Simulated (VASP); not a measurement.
# Si53C (a cell with a defect) in VASP: single point with PBE

Aim: the single point of Si53C (a cell with a defect) with PBE.

All numbers are computed with VASP 6.6.1; they aren't measurements. Logs are shortened: lines on timing, memory, paths and dates and some standing lists are left out, and cuts for length are marked.

## (1) The cell of the first run

The cell holds a defect, 54 atoms: a = 11.603 Å, b = 11.603 Å, c = 11.603 Å, α = 60.00°, β = 60.00°, γ = 60.00°.

## (2) Single point, PBE

Contents of INCAR:

```
SYSTEM = Si53C
ALGO = Normal ; EDIFF = 1E-6
ENCUT = 520 ; GGA = PE
ISIF = 2 ; ISMEAR = 0
LASPH = .TRUE. ; LCHARG = .FALSE.
LREAL = Auto ; LWAVE = .FALSE.
NBANDS = 141 ; NELM = 60
PREC = Accurate ; SIGMA = 0.01
```

Contents of KPOINTS:

```
k-points
0
G
  2 2 2
  0 0 0
```

Contents of POSCAR:

```
Si53C
1.0
   -8.2045149714      8.2045149714      0.0000000000
   -8.2045149714      0.0000000000      8.2045149714
    0.0000000000      8.2045149714      8.2045149714
C Si
1 53
Direct
    0.7500000000      0.7500000000      0.7500000000
    0.0778877078      0.7497140123      0.7497140123
    0.7497140123      0.0778877078      0.7497140123
    0.7497140123      0.7497140123      0.0778877078
    0.4226842676      0.7497140123      0.7497140123
    0.0832669862      0.0832669862      0.7501990414
    0.0832669862      0.7501990414      0.0832669862
    0.7497140123      0.4226842676      0.7497140123
    0.7501990414      0.0832669862      0.0832669862
    0.7497140123      0.7497140123      0.4226842676
    0.4226842676      0.0778877078      0.7497140123
    0.4226842676      0.7497140123      0.0778877078
    0.0778877078      0.4226842676      0.7497140123
    0.0832669862      0.0832669862      0.0832669862
    0.0778877078      0.7497140123      0.4226842676
    0.7497140123      0.4226842676      0.0778877078
    0.7497140123      0.0778877078      0.4226842676
    0.4167424789      0.4167424789      0.7497725632
    0.4169360626      0.0830639374      0.0830639374
    0.4167424789      0.7497725632      0.4167424789
    0.0830639374      0.4169360626      0.0830639374
    0.0830639374      0.0830639374      0.4169360626
    0.7497725632      0.4167424789      0.4167424789
    0.4169360626      0.4169360626      0.0830639374
    0.4169360626      0.0830639374      0.4169360626
    0.0830639374      0.4169360626      0.4169360626
    0.4167424789      0.4167424789      0.4167424789
    0.8224070444      0.8224070444      0.5327788668
    0.1669319892      0.8327459990      0.5001610059
    0.8327459990      0.1669319892      0.5001610059
    0.8224070444      0.8224070444      0.8224070444
    0.5001610059      0.8327459990      0.5001610059
    0.1666813383      0.1666813383      0.4999559850
    0.1666297802      0.8333702198      0.8333702198
    0.8327459990      0.5001610059      0.5001610059
    0.8333702198      0.1666297802      0.8333702198
    0.8333702198      0.8333702198      0.1666297802
    0.5001610059      0.1669319892      0.5001610059
    0.5327788668      0.8224070444      0.8224070444
    0.1669319892      0.5001610059      0.5001610059
    0.1666297802      0.1666297802      0.8333702198
    0.1666297802      0.8333702198      0.1666297802
    0.8224070444      0.5327788668      0.8224070444
    0.8333702198      0.1666297802      0.1666297802
    0.5000000000      0.5000000000      0.5000000000
    0.5001610059      0.1669319892      0.8327459990
    0.5001610059      0.8327459990      0.1669319892
    0.1669319892      0.5001610059      0.8327459990
    0.1666813383      0.1666813383      0.1666813383
    0.8327459990      0.5001610059      0.1669319892
    0.5001610059      0.5001610059      0.8327459990
    0.4999559850      0.1666813383      0.1666813383
    0.1666813383      0.4999559850      0.1666813383
    0.5001610059      0.5001610059      0.1669319892
```

Potentials or basis: VASP PAW PBE potentials, release 64 (C, Si).

Command:

```sh
$ cat potpaw_PBE.64/C/POTCAR potpaw_PBE.64/Si/POTCAR > POTCAR
$ mpirun -np 1 vasp_std > vasp.out
```

OUTCAR:

```text
SYSTEM = Si53C
   EDIFF = 1E-6
   ENCUT = 520
   GGA = PE
   ISIF = 2
   ISMEAR = 0
   LASPH = .TRUE.
   LREAL = Auto
   NELM = 60
   PREC = Accurate

 ion  position               nearest neighbor table
   1  0.750  0.750  0.750-  28 2.06  39 2.06  43 2.06  31 2.06
   2  0.078  0.750  0.750-  29 2.37  48 2.37  34 2.43  31 2.43
   3  0.750  0.078  0.750-  30 2.37  46 2.37  36 2.43  31 2.43
   4  0.750  0.750  0.078-  47 2.37  50 2.37  37 2.43  31 2.43
   5  0.423  0.750  0.750-  32 2.37  51 2.37  34 2.43  39 2.43
   6  0.083  0.083  0.750-  41 2.37  36 2.37  34 2.37  33 2.37
[... 46 lines left out ...]
  53  0.167  0.500  0.167-   7 2.37  21 2.37  24 2.37  26 2.37
  54  0.500  0.500  0.167-  12 2.37  16 2.37  27 2.37  24 2.37

  LATTYP: Found a face centered cubic cell.
 ALAT       =    16.4090299428

  Lattice vectors:

 A1 = (  -8.2045149714,   8.2045149714,   0.0000000000)
 A2 = (  -8.2045149714,   0.0000000000,   8.2045149714)
 A3 = (   0.0000000000,   8.2045149714,   8.2045149714)

Analysis of symmetry for initial positions (statically):
=====================================================================
 Subroutine PRICEL returns:
 Original cell was already a primitive cell.

 Routine SETGRP: Setting up the symmetry group for a
 face centered cubic supercell.

 Subroutine GETGRP returns: Found 24 space group operations
 (whereof 24 operations were pure point group operations)
 out of a pool of 48 trial point group operations.

The static configuration has the point symmetry T_d .

Analysis of symmetry for dynamics (positions and initial velocities):
=====================================================================
 Subroutine PRICEL returns:
 Original cell was already a primitive cell.

 Routine SETGRP: Setting up the symmetry group for a
 face centered cubic supercell.

 Subroutine GETGRP returns: Found 24 space group operations
 (whereof 24 operations were pure point group operations)
 out of a pool of 48 trial point group operations.

The dynamic configuration has the point symmetry T_d .

 Subroutine INISYM returns: Found 24 space group operations
 (whereof 24 operations are pure point group operations),
 and found     1 'primitive' translations

----------------------------------------------------------------------------------------

                                     Primitive cell

  volume of cell :    1104.5585

  direct lattice vectors                    reciprocal lattice vectors
    -8.204514971  8.204514971  0.000000000    -0.060942055  0.060942055 -0.060942055
    -8.204514971  0.000000000  8.204514971    -0.060942055 -0.060942055  0.060942055
     0.000000000  8.204514971  8.204514971     0.060942055  0.060942055  0.060942055

  length of vectors
    11.602936345 11.602936345 11.602936345     0.105554735  0.105554735  0.105554735

  position of ions in fractional coordinates (direct lattice)
     0.750000000  0.750000000  0.750000000
     0.077887708  0.749714012  0.749714012
     0.749714012  0.077887708  0.749714012
     0.749714012  0.749714012  0.077887708
     0.422684268  0.749714012  0.749714012
     0.083266986  0.083266986  0.750199041
[... 46 lines left out ...]
     0.166681338  0.499955985  0.166681338
     0.500161006  0.500161006  0.166931989

  ion indices of the primitive-cell ions
   primitive index   ion index
                 1           1
                 2           2
                 3           3
                 4           4
                 5           5
                 6           6
[... 46 lines left out ...]
                53          53
                54          54

----------------------------------------------------------------------------------------

 KPOINTS: k-points

Automatic generation of k-mesh.
 Grid dimensions read from file:
 generate k-points for:    2    2    2

 Generating k-lattice:

  Cartesian coordinates                     Fractional coordinates (reciprocal lattice)
    -0.030471027  0.030471027 -0.030471027     0.500000000  0.000000000  0.000000000
    -0.030471027 -0.030471027  0.030471027     0.000000000  0.500000000  0.000000000
     0.030471027  0.030471027  0.030471027     0.000000000  0.000000000  0.500000000

  Length of vectors
     0.052777368  0.052777368  0.052777368

  Shift w.r.t. Gamma in fractional coordinates (k-lattice)
     0.000000000  0.000000000  0.000000000

 Subroutine IBZKPT returns following result:
 ===========================================

 Found      3 irreducible k-points:

 Following reciprocal coordinates:
            Coordinates               Weight
  0.000000  0.000000  0.000000      1.000000
  0.500000  0.000000  0.000000      4.000000
  0.500000  0.500000  0.000000      3.000000
   k-points           NKPTS =      3   k-points in BZ     NKDIM =      3   number of bands    NBANDS=    141
   number of dos      NEDOS =    301   number of ions     NIONS =     54
   total plane-waves  NPLWV = 729000
   dimension x,y,z NGX =    90 NGY =   90 NGZ =   90
   dimension x,y,z NGXF=   180 NGYF=  180 NGZF=  180
   ions per type =               1  53
   NGX,Y,Z   is equivalent  to a cutoff of  12.90, 12.90, 12.90 a.u.
   NGXF,Y,Z  is equivalent  to a cutoff of  25.79, 25.79, 25.79 a.u.
 SYSTEM =  Si53C
   PREC   = accura    normal or accurate (medium, high low for compatibility)
   ISTART =      0    job   : 0-new  1-cont  2-samecut
   ICHARG =      2    charge: 1-file 2-atom 10-const
   ISPIN  =      1    spin polarized calculation?
   LNONCOLLINEAR =      F non collinear calculations
   LSORBIT =      F    spin-orbit coupling
   LASPH  =      T    aspherical Exc in radial PAW
   ENCUT  =  520.0 eV  38.22 Ry    6.18 a.u.  21.57 21.57 21.57*2*pi/ulx,y,z
   NELM   =     60;   NELMIN=  2; NELMDL= -5     # of ELM steps
   EDIFF  = 0.1E-05   stopping-criterion for ELM
   LREAL  =      T    real-space projection
   EDIFFG = 0.1E-04   stopping-criterion for IOM
   NSW    =      0    number of steps for IOM
   IBRION =     -1    ionic relax: 0-MD 1-quasi-New 2-CG
   NFREE  =      0    steps in history (QN), initial steepest desc. (CG)
   ISIF   =      2    stress and relaxation
   ISYM   =      2    0-nonsym 1-usesym 2-fastsym
   POTIM  = 0.5000    time-step for ionic-motion
   TEBEG  =    0.0;   TEEND  =   0.0 temperature during run
   PSTRESS=    0.0 pullay stress
   NELECT =     216.0000    total number of electrons
   NUPDOWN=      -1.0000    fix difference up-down
   EMIN   =  10.00;   EMAX   =-10.00  energy-range for DOS
   EFERMI =   0.00;   METHOD = LEGACY
   ISMEAR =     0;   SIGMA  =   0.01  broadening in eV -4-tet -1-fermi 0-gaus
   EFERMI_NEDOS =   21; number of points for ismear=-14 and -15
   IALGO  =     38    algorithm
   IMIX   =      4    mixing-type and parameters
     AMIX     =   0.40;   BMIX     =  1.00
     AMIX_MAG =   1.60;   BMIX_MAG =  1.00
  volume/ion in A,a.u.               =      20.45       138.04
  Fermi-wavevector in a.u.,A,eV,Ry     =   0.950232  1.795679 12.285267  0.902942
  Thomas-Fermi vector in A             =   2.078590
   LORBIT       =      0    0 simple, 1 ext, 2 COOP (PROOUT), +10 PAW based schemes
   GGA     = PE    functional components
   LHFCALC =     F    Hartree Fock is set to
   AEXX    =    0.0000 exact exchange contribution
   IVDW    =     0    specifies the selected vdW correction
   LEPSILON=     F    determine dielectric tensor
   LRPA    =     F    only Hartree local field effects (RPA)
 non-spin polarized calculation
 Gauss-broadening in eV      SIGMA  =   0.01
  energy-cutoff  :      520.00
  volume of cell :     1104.56
 maximum number of plane-waves:     29794
 NGX is ok and might be reduce to    90
   NGX = 43   NGY = 43   NGZ = 43

 number of electron     216.0000022 magnetization

 Free energy of the ion-electron system (eV)
  ---------------------------------------------------
  ext. energy  EPLUGINS =         0.00000000
  ---------------------------------------------------
  free energy    TOTEN  =      -294.31588491 eV

  energy without entropy =     -294.31588491  energy(sigma->0) =     -294.31588491

 E-fermi :   5.5892     XC(G=0):  -9.2991

 val. band max:        5.5352414012   @ k =   0.0000   0.0000   0.0000
 cond. band min:       5.8677774412   @ k =   0.0000   0.0000   0.0000
 fundamental gap:      0.3325360400
 Fermi energy:         5.5892308236

 k-point     1 :       0.0000    0.0000    0.0000
  band No.  band energies     occupation
      1      -7.0127      2.00000
      2      -6.0141      2.00000
      3      -4.9067      2.00000
      4      -4.9067      2.00000
      5      -4.9067      2.00000
      6      -4.8929      2.00000
[... 112 lines left out ...]
    119       7.0504      0.00000
    120       7.0504      0.00000

 k-point     2 :       0.5000    0.0000    0.0000
  band No.  band energies     occupation
      1      -6.9939      2.00000
      2      -5.8614      2.00000
      3      -5.6269      2.00000
      4      -4.9611      2.00000
      5      -4.9611      2.00000
      6      -4.9475      2.00000
[... 112 lines left out ...]
    119       7.5567      0.00000
    120       7.5609      0.00000

 k-point     3 :       0.5000    0.5000    0.0000
  band No.  band energies     occupation
      1      -6.9887      2.00000
      2      -5.7340      2.00000
      3      -5.6076      2.00000
      4      -5.2831      2.00000
      5      -5.2831      2.00000
      6      -5.2720      2.00000
[... 112 lines left out ...]
    119       7.6601      0.00000
    120       7.6601      0.00000
 [bands above 120 left out]

------------------------ aborting loop because EDIFF is reached ----------------------------------------

  FORCE on cell =-STRESS in cart. coord.  units (eV):
  Direction    XX          YY          ZZ          XY          YZ          ZX
  --------------------------------------------------------------------------------------
  -------------------------------------------------------------------------------------
  Total      -13.1520929    -13.1520929    -13.1520929      0.0000000      0.0000000     -0.0000000
  in kB      -19.0772917    -19.0772917    -19.0772917      0.0000000      0.0000000     -0.0000000
  external PRESSURE =     -19.0772917 kB  Pullay stress =       0.0000000 kB

 VOLUME and BASIS-vectors are now :
 -----------------------------------------------------------------------------
  energy-cutoff  :      520.00
  volume of cell :     1104.56
      direct lattice vectors                 reciprocal lattice vectors
    -8.204514971  8.204514971  0.000000000    -0.060942055  0.060942055 -0.060942055
    -8.204514971  0.000000000  8.204514971    -0.060942055 -0.060942055  0.060942055
     0.000000000  8.204514971  8.204514971     0.060942055  0.060942055  0.060942055

 POSITION                                       TOTAL-FORCE (eV/Angst)
 -----------------------------------------------------------------------------------
    -12.30677     12.30677     12.30677         0.000000     -0.000000     -0.000000
     -6.79007      6.79007     12.30208        -0.002094      0.002094      0.000070
     -6.79007     12.30208      6.79007        -0.002094      0.000070      0.002094
    -12.30208      6.79007      6.79007        -0.000070      0.002094      0.002094
     -9.61896      9.61896     12.30208         0.002094     -0.002094      0.000070
     -1.36633      6.83818      6.83818         0.003082      0.003082      0.003082
[... 46 lines left out ...]
     -5.46944      2.73508      5.46944        -0.000350     -0.000350      0.000350
     -8.20716      5.47317      5.47317         0.001067     -0.000994     -0.000994
 -----------------------------------------------------------------------------------
    total drift:                               -0.000000      0.000000      0.000000

  FREE ENERGIE OF THE ION-ELECTRON SYSTEM (eV)
  ---------------------------------------------------
  free  energy   TOTEN  =      -294.3158849099 eV

  energy  without entropy=     -294.3158849099  energy(sigma->0) =     -294.31588491
```

Wall time 36 min (1 thread of Intel Xeon 8259CL, shared host); peak memory 1.4 GiB.

What came out:

- Free energy: -294.3159 eV
- Pressure: -1.9 GPa
- Largest force: 0.007 eV/Å
- Band gap on the k mesh: 0.33 eV

Forces on the atoms (eV/Å):
```
C    0.000  0.000  0.000
Si  -0.002  0.002  0.000
Si  -0.002  0.000  0.002
Si   0.000  0.002  0.002
Si   0.002 -0.002  0.000
Si   0.003  0.003  0.003
Si  -0.003 -0.003  0.003
Si   0.002  0.000 -0.002
Si  -0.003  0.003 -0.003
Si   0.000 -0.002 -0.002
Si   0.000 -0.002  0.002
Si   0.002  0.000  0.002
Si   0.000  0.002 -0.002
Si   0.003 -0.003 -0.003
Si  -0.002  0.000 -0.002
Si   0.002  0.002  0.000
Si  -0.002 -0.002  0.000
Si  -0.004 -0.004 -0.004
Si   0.000  0.000 -0.004
Si   0.004  0.004 -0.004
Si   0.000 -0.004  0.000
Si   0.004  0.000  0.000
Si   0.004 -0.004  0.004
Si  -0.004  0.000  0.000
Si   0.000  0.004  0.000
Si   0.000  0.000  0.004
Si  -0.004  0.004  0.004
Si  -0.003 -0.003 -0.003
Si  -0.001 -0.001  0.001
Si  -0.001  0.001 -0.001
Si  -0.003  0.003  0.003
Si  -0.001 -0.001  0.001
Si   0.000  0.000  0.000
Si   0.000  0.000 -0.001
Si  -0.001  0.001 -0.001
Si   0.000 -0.001  0.000
Si   0.001  0.000  0.000
Si   0.001 -0.001 -0.001
Si   0.003 -0.003  0.003
Si   0.001 -0.001 -0.001
Si  -0.001  0.000  0.000
Si   0.000  0.001  0.000
Si   0.003  0.003 -0.003
Si   0.000  0.000  0.001
Si   0.000  0.000  0.000
Si   0.001  0.001  0.001
Si  -0.001 -0.001  0.001
Si   0.001  0.001  0.001
Si   0.000  0.000  0.000
Si  -0.001  0.001 -0.001
Si   0.001  0.001  0.001
Si   0.000  0.000  0.000
Si   0.000  0.000  0.000
Si   0.001 -0.001 -0.001
```

Caveat: semilocal functionals underestimate gaps, and a narrow one can read as zero.
